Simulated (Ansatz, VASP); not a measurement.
K: VASP beside Ansatz

```
K
1.0
    -2.66995    2.66995    2.66995
     2.66995   -2.66995    2.66995
     2.66995    2.66995   -2.66995
K
1
Direct
  0.00000 0.00000 0.00000
```

Alike in both runs: task single point; functional r2SCAN; k mesh 8 × 8 × 8; occupations methfessel-paxton of order 1, width 1 eV; no spin polarisation.

```csv
,VASP,Ansatz
version,VASP 6.6.1,Ansatz 0.2.0
potentials or method,"VASP PAW PBE potentials, release 64 (K_sv), cutoff 520 eV","plane waves (500 eV) with PAW, scalar-relativistic"
valence electrons in the cell,9,9
```

|  | VASP | Ansatz | Ansatz less VASP |
| --- | --- | --- | --- |
| pressure (GPa) | 0.0 | 0.0 | +0.02 |

VASP's potentials were made for PBE, not for r2SCAN.
